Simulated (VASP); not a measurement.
# Rh (P6/mmm) in VASP: a series of runs, part 2 of 2

VASP 6.6.1.

### Step 3. Single point, PBEsol (volume scaled by 0.96)

INCAR reads:

```
SYSTEM = Rh
  PREC = Accurate
  ENCUT = 520
  EDIFF = 1E-7
  ISMEAR = -1
  SIGMA = 0.1
  LREAL = .FALSE.
  LASPH = .TRUE.
  NELM = 80
  ALGO = Normal
  ISIF = 2
  LWAVE = .FALSE.
  LCHARG = .FALSE.
  GGA = PS
  NBANDS = 30
```

KPOINTS reads:

```
Automatic mesh
0
G
  10 10 13
  0 0 0
```

POSCAR reads:

```
Rh
1.0
    4.2236222179      0.0000000000      0.0000000000
   -2.1118111090      3.6577641367      0.0000000000
    0.0000000000      0.0000000000      2.5901627959
Rh
3
Direct
    0.0000000000      0.0000000000      0.0000000000
    0.3333333333      0.6666666667      0.5000000000
    0.6666666667      0.3333333333      0.5000000000
```

Potentials or basis: VASP PAW PBE potentials, release 64 (Rh_pv).

Command:

```
> cat potpaw_PBE.64/Rh_pv/POTCAR > POTCAR
> mpirun -np 1 vasp_std > vasp.out
```

OUTCAR:

```text
SYSTEM = Rh
   PREC = Accurate
   ENCUT = 520
   EDIFF = 1E-7
   ISMEAR = -1
   LREAL = .FALSE.
   LASPH = .TRUE.
   NELM = 80
   ISIF = 2
   GGA = PS

 ion  position               nearest neighbor table
   1  0.000  0.000  0.000-   2 2.76   3 2.76   2 2.76   3 2.76   3 2.76   3 2.76   2 2.76   2 2.76
                             3 2.76   3 2.76   2 2.76   2 2.76
   2  0.333  0.667  0.500-   3 2.44   3 2.44   3 2.44   1 2.76   1 2.76   1 2.76   1 2.76   1 2.76
                             1 2.76
   3  0.667  0.333  0.500-   2 2.44   2 2.44   2 2.44   1 2.76   1 2.76   1 2.76   1 2.76   1 2.76
                             1 2.76

  LATTYP: Found a hexagonal cell.
 ALAT       =     4.2236222179
 C/A-ratio  =     0.6132562673

  Lattice vectors:

 A1 = (   4.2236222179,   0.0000000000,   0.0000000000)
 A2 = (  -2.1118111090,   3.6577641367,   0.0000000000)
 A3 = (   0.0000000000,   0.0000000000,   2.5901627959)

Analysis of symmetry for initial positions (statically):
=====================================================================
 Subroutine PRICEL returns:
 Original cell was already a primitive cell.

 Routine SETGRP: Setting up the symmetry group for a
 hexagonal supercell.

 Subroutine GETGRP returns: Found 24 space group operations
 (whereof 24 operations were pure point group operations)
 out of a pool of 24 trial point group operations.

The static configuration has the point symmetry D_6h.

Analysis of symmetry for dynamics (positions and initial velocities):
=====================================================================
 Subroutine PRICEL returns:
 Original cell was already a primitive cell.

 Routine SETGRP: Setting up the symmetry group for a
 hexagonal supercell.

 Subroutine GETGRP returns: Found 24 space group operations
 (whereof 24 operations were pure point group operations)
 out of a pool of 24 trial point group operations.

The dynamic configuration has the point symmetry D_6h.

[... 111 lines left out ...]
   NELECT =      45.0000    total number of electrons
   NUPDOWN=      -1.0000    fix difference up-down
   EMIN   =  10.00;   EMAX   =-10.00  energy-range for DOS
   EFERMI =   0.00;   METHOD = LEGACY
   ISMEAR =    -1;   SIGMA  =   0.10  broadening in eV -4-tet -1-fermi 0-gaus
   EFERMI_NEDOS =   21; number of points for ismear=-14 and -15
   IALGO  =     38    algorithm
   IMIX   =      4    mixing-type and parameters
     AMIX     =   0.40;   BMIX     =  1.00
     AMIX_MAG =   1.60;   BMIX_MAG =  1.00
  volume/ion in A,a.u.               =      13.34        90.01
  Fermi-wavevector in a.u.,A,eV,Ry     =   1.702432  3.217130 39.433413  2.898274
  Thomas-Fermi vector in A             =   2.782203
   LORBIT       =      0    0 simple, 1 ext, 2 COOP (PROOUT), +10 PAW based schemes
   GGA     = PS    functional components
   LHFCALC =     F    Hartree Fock is set to
   AEXX    =    0.0000 exact exchange contribution
   IVDW    =     0    specifies the selected vdW correction
   LEPSILON=     F    determine dielectric tensor
   LRPA    =     F    only Hartree local field effects (RPA)
 non-spin polarized calculation
  energy-cutoff  :      520.00
  volume of cell :       40.02
 maximum number of plane-waves:      1095
 NGX is ok and might be reduce to    32
   NGX = 15   NGY = 15   NGZ =  9

 number of electron      45.0000006 magnetization

 Free energy of the ion-electron system (eV)
  ---------------------------------------------------
  ext. energy  EPLUGINS =         0.00000000
  ---------------------------------------------------
  free energy    TOTEN  =       -23.70177810 eV

  energy without entropy =      -23.53341196  energy(sigma->0) =      -23.61759503

 E-fermi :  12.3680     XC(G=0): -14.3953

 val. band max:       12.3630693401   @ k =   0.3000   0.3000   0.0000
 cond. band min:      12.3708494005   @ k =   0.2000   0.1000   0.2308
 fundamental gap:      0.0077800604
 Fermi energy:        12.3680310502

 k-point     1 :       0.0000    0.0000    0.0000
  band No.  band energies     occupation
      1     -34.8460      2.00000
      2     -34.8460      2.00000
      3     -34.4218      2.00000
      4     -34.4218      2.00000
      5     -34.1599      2.00000
      6     -33.9935      2.00000
[... 781 lines left out ...]
     29      27.0993      0.00000
     30      28.1907      0.00000

 [... further k-points ...]
[... 5 lines left out ...]
  --------------------------------------------------------------------------------------
  -------------------------------------------------------------------------------------
  Total        3.2556473      3.2556473      2.7193465     -0.0000000      0.0000000      0.0000000
  in kB      130.3527213    130.3527213    108.8797999     -0.0000000      0.0000000      0.0000000
  external PRESSURE =     123.1950808 kB  Pullay stress =       0.0000000 kB

 VOLUME and BASIS-vectors are now :
 -----------------------------------------------------------------------------
  energy-cutoff  :      520.00
  volume of cell :       40.02
      direct lattice vectors                 reciprocal lattice vectors
     4.223622218  0.000000000  0.000000000     0.236763600  0.136695528  0.000000000
    -2.111811109  3.657764137  0.000000000     0.000000000  0.273391056  0.000000000
     0.000000000  0.000000000  2.590162796     0.000000000  0.000000000  0.386076119

 POSITION                                       TOTAL-FORCE (eV/Angst)
 -----------------------------------------------------------------------------------
      0.00000      0.00000      0.00000         0.000000      0.000000      0.000000
     -0.00000      2.43851      1.29508         0.000000     -0.000000      0.000000
      2.11181      1.21925      1.29508        -0.000000      0.000000      0.000000
 -----------------------------------------------------------------------------------
    total drift:                               -0.000000      0.000000      0.000000

  FREE ENERGIE OF THE ION-ELECTRON SYSTEM (eV)
  ---------------------------------------------------
  free  energy   TOTEN  =       -23.7017780997 eV

  energy  without entropy=      -23.5334119563  energy(sigma->0) =      -23.61759503
```

OSZICAR:

```text
N       E                     dE             d eps       ncg     rms          rms(c)
DAV:   1     0.547083280987E+03    0.54708E+03   -0.27134E+04  5920   0.172E+03
DAV:   2    -0.979649830361E+01   -0.55688E+03   -0.54010E+03  6114   0.539E+02
DAV:   3    -0.252622073131E+02   -0.15466E+02   -0.15216E+02  6612   0.100E+02
DAV:   4    -0.253891683771E+02   -0.12696E+00   -0.12693E+00  6592   0.921E+00
DAV:   5    -0.253913459622E+02   -0.21776E-02   -0.21776E-02  6606   0.124E+00    0.216E+01
DAV:   6    -0.238338478158E+02    0.15575E+01   -0.45881E+00  6456   0.188E+01    0.799E+00
DAV:   7    -0.245022637690E+02   -0.66842E+00   -0.42397E+00  6336   0.211E+01    0.102E+01
DAV:   8    -0.237111138760E+02    0.79115E+00   -0.32244E+00  6264   0.112E+01    0.262E+00
DAV:   9    -0.237017219480E+02    0.93919E-02   -0.29412E-02  6510   0.164E+00    0.222E-01
DAV:  10    -0.237017769311E+02   -0.54983E-04   -0.55138E-04  6878   0.239E-01    0.697E-02
DAV:  11    -0.237017799724E+02   -0.30413E-05   -0.30568E-05  6708   0.472E-02    0.107E-02
DAV:  12    -0.237017789389E+02    0.10334E-05   -0.95012E-07  6652   0.836E-03    0.350E-03
DAV:  13    -0.237017782604E+02    0.67853E-06   -0.19290E-07  4326   0.317E-03    0.728E-04
DAV:  14    -0.237017781084E+02    0.15203E-06   -0.31023E-08  3438   0.142E-03    0.173E-04
DAV:  15    -0.237017780997E+02    0.86629E-08   -0.59667E-09  3420   0.646E-04
   1 F= -.23701778E+02 E0= -.23617595E+02  d E =-.168366E+00
```

stdout:

```text
POSCAR found type information on POSCAR Rh
 POSCAR found :  1 types and       3 ions
 scaLAPACK will be used
 -----------------------------------------------------------------------------
|                                                                             |
|                                                                             |
|     You enforced a specific xc type in the INCAR file but a different       |
|     I HOPE YOU KNOW WHAT YOU ARE DOING!                                     |
|                                                                             |
 -----------------------------------------------------------------------------

 LDA part: xc-table for (Slater+PW92), standard interpolation
 POSCAR, INCAR and KPOINTS ok, starting setup
 FFT: planning ... GRIDC
 FFT: planning ... GRID_SOFT
 FFT: planning ... GRID
 WAVECAR not read
 entering main loop
```

It took 2.4 min on 1 thread of AMD EPYC 7R43 (Zen 3), shared host; peak memory 0.17 GiB.

Results:

| Quantity | Value |
| --- | --- |
| Free energy | -23.7018 eV |
| Pressure | 12.3 GPa |

Levels at points of the mesh, in eV from the Fermi level:
| k point | band 19 | band 20 | band 21 | band 22 | band 23 | band 24 | band 25 | band 26 | band 27 | band 28 |
| --- | --- | --- | --- | --- | --- | --- | --- | --- | --- | --- |
| (0.00, 0.00, 0.00) | -2.69 | -1.79 | -1.79 | -1.72 | -1.72 | 0.85 | 0.85 | 8.78 | 8.78 | 8.79 |
| (0.50, 0.00, 0.00) | -1.55 | -1.51 | -0.27 | 0.09 | 0.12 | 0.16 | 0.43 | 0.91 | 1.03 | 9.58 |

Caveat: the cell differs from its parent crystal (volume scaled by 0.96); the PAW data sets were made with another functional, which shifts forces and pressure a little.

### Step 4. Single point, PBEsol

This run uses another cell than the first one, of 13.89 Å³/atom, 1.087 times its volume.

INCAR reads:

```
ALGO = Normal ; EDIFF = 1E-6
ENCUT = 520 ; GGA = PS
ISIF = 2 ; ISMEAR = -1
LASPH = T ; LCHARG = F
LREAL = F ; LWAVE = F
NBANDS = 30 ; NELM = 100
PREC = Accurate ; SIGMA = 0.1
```

KPOINTS reads:

```
k-points
0
Gamma
  10 10 13
```

POSCAR reads:

```
Rh
1.0
    4.2814872471      0.0000000000      0.0000000000
   -2.1407436236      3.7078767219      0.0000000000
    0.0000000000      0.0000000000      2.6256488877
Rh
3
Direct
    0.0000000000      0.0000000000      0.0000000000
    0.3333333333      0.6666666667      0.5000000000
    0.6666666667      0.3333333333      0.5000000000
```

Command:

```
> cat potpaw_PBE.64/Rh_pv/POTCAR > POTCAR
> mpirun -np 1 vasp_std > vasp.out
```

Wall time 2.6 min (1 thread of AMD EPYC 7R43 (Zen 3), shared host); peak memory 0.17 GiB.

Results (log left out):

```yaml
Free_energy: -23.7641 eV
Pressure: -0.1 GPa
```

Stress tensor (GPa, compression positive):
```
 0.22  0.00  0.00
 0.00  0.22  0.00
 0.00  0.00 -0.87
```

Levels at points of the mesh, in eV from the Fermi level:
| k point | band 21 | band 22 | band 23 | band 24 | band 25 | band 26 |
| --- | --- | --- | --- | --- | --- | --- |
| (0.00, 0.00, 0.00) | -1.67 | -1.61 | -1.61 | 0.79 | 0.79 | 8.49 |
| (0.50, 0.00, 0.00) | -0.26 | 0.08 | 0.11 | 0.15 | 0.41 | 0.85 |

Caveat: the PAW data sets were made with another functional, which shifts forces and pressure a little.

### Step 5. Single point, PBEsol (volume scaled by 1.04)

INCAR reads:

```
SYSTEM = Rh
PREC = Accurate ; ENCUT = 520
EDIFF = 1E-6 ; ISMEAR = -1
SIGMA = 0.1 ; LREAL = .False.
LASPH = .True. ; NELM = 80
ALGO = Normal ; ISIF = 2
LWAVE = .False. ; LCHARG = .True.
GGA = PS ; LELF = .True.
LVHAR = .True. ; NBANDS = 30
```

KPOINTS reads:

```
regular mesh
0
Gamma
  10 10 13
  0 0 0
```

POSCAR reads:

```
Rh
1.0
    4.3378290667      0.0000000000      0.0000000000
   -2.1689145334      3.7566701690      0.0000000000
    0.0000000000      0.0000000000      2.6602008617
Rh
3
Direct
    0.0000000000      0.0000000000      0.0000000000
    0.3333333333      0.6666666667      0.5000000000
    0.6666666667      0.3333333333      0.5000000000
```

Command:

```
> cat potpaw_PBE.64/Rh_pv/POTCAR > POTCAR
> mpirun -np 1 vasp_std > vasp.out
```

It took 2.4 min on 1 thread of AMD EPYC 7R43 (Zen 3), shared host; peak memory 0.18 GiB.

It converged, with:

```
Free energy : -23.7117 eV
Pressure    : -9.9 GPa
```

Stress tensor (GPa, compression positive):
```
 -9.79   0.00   0.00
  0.00  -9.79   0.00
  0.00   0.00 -10.01
```

Levels at points of the mesh, in eV from the Fermi level:
| k point | band 19 | band 20 | band 21 | band 22 | band 23 | band 24 | band 25 | band 26 | band 27 | band 28 |
| --- | --- | --- | --- | --- | --- | --- | --- | --- | --- | --- |
| (0.00, 0.00, 0.00) | -2.37 | -1.57 | -1.57 | -1.50 | -1.50 | 0.74 | 0.74 | 8.21 | 8.21 | 8.23 |
| (0.50, 0.00, 0.00) | -1.36 | -1.32 | -0.24 | 0.07 | 0.10 | 0.13 | 0.40 | 0.79 | 1.09 | 8.73 |

Caveat: the cell differs from its parent crystal (volume scaled by 1.04); the PAW data sets were made with another functional, which shifts forces and pressure a little.

### Step 6. Single point, PBEsol (volume scaled by 1.08)

INCAR reads:

```
SYSTEM = Rh
ALGO = Normal ; EDIFF = 1E-6
ENCUT = 520 ; GGA = PS
ISIF = 2 ; ISMEAR = -1
LASPH = .TRUE. ; LCHARG = .TRUE.
LELF = .TRUE. ; LREAL = .FALSE.
LVHAR = .TRUE. ; LWAVE = .FALSE.
NBANDS = 30 ; NELM = 60
PREC = Accurate ; SIGMA = 0.1
```

KPOINTS reads:

```
k-points
0
G
  10 10 13
  0 0 0
```

POSCAR reads:

```
Rh
1.0
    4.3927441251      0.0000000000      0.0000000000
   -2.1963720626      3.8042280046      0.0000000000
    0.0000000000      0.0000000000      2.6938778654
Rh
3
Direct
    0.0000000000      0.0000000000      0.0000000000
    0.3333333333      0.6666666667      0.5000000000
    0.6666666667      0.3333333333      0.5000000000
```

Potentials or basis: VASP PAW PBE potentials, release 64 (Rh_pv).

Command:

```
> cat potpaw_PBE.64/Rh_pv/POTCAR > POTCAR
> mpirun -np 1 vasp_std > vasp.out
```

Wall time 2.8 min (1 thread of AMD EPYC 7R43 (Zen 3), shared host); peak memory 0.19 GiB.

It converged, with:

```yaml
Free_energy: -23.5699 eV
Pressure: -17.4 GPa
```

Stress tensor (GPa, compression positive):
```
-17.59   0.00   0.00
  0.00 -17.59   0.00
  0.00   0.00 -17.14
```

Levels at points of the mesh, in eV from the Fermi level:
| k point | band 21 | band 22 | band 23 | band 24 | band 25 | band 26 |
| --- | --- | --- | --- | --- | --- | --- |
| (0.00, 0.00, 0.00) | -1.47 | -1.41 | -1.41 | 0.69 | 0.69 | 7.96 |
| (0.50, 0.00, 0.00) | -0.23 | 0.06 | 0.09 | 0.12 | 0.38 | 0.74 |

Caveat: the cell differs from its parent crystal (volume scaled by 1.08); the PAW data sets were made with another functional, which shifts forces and pressure a little.

### Step 7. Overview

```tsv
cell	gap on the mesh (eV)	pressure (GPa)
a = 4.164, b = 4.164, c = 2.554 Å, angles 90.0, 90.0, 120.0°, 3 atoms	none	28.2
a = 4.224, b = 4.224, c = 2.590 Å, angles 90.0, 90.0, 120.0°, 3 atoms	none	12.3
a = 4.281, b = 4.281, c = 2.626 Å, angles 90.0, 90.0, 120.0°, 3 atoms	none	-0.1
a = 4.338, b = 4.338, c = 2.660 Å, angles 90.0, 90.0, 120.0°, 3 atoms	none	-9.9
a = 4.393, b = 4.393, c = 2.694 Å, angles 90.0, 90.0, 120.0°, 3 atoms	none	-17.4
```

Alike in all rows: task single point; level PBEsol; potentials or basis VASP PAW PBE potentials, release 64 (Rh_pv); no spin polarisation; k mesh 10 × 10 × 13; cutoff (eV) 520; smearing fermi-dirac 0.1 eV.

Caveats: the PAW data sets were made with another functional, which shifts forces and pressure a little.

Total energies depend on the potentials used, so only differences within one code and one set of settings carry meaning.
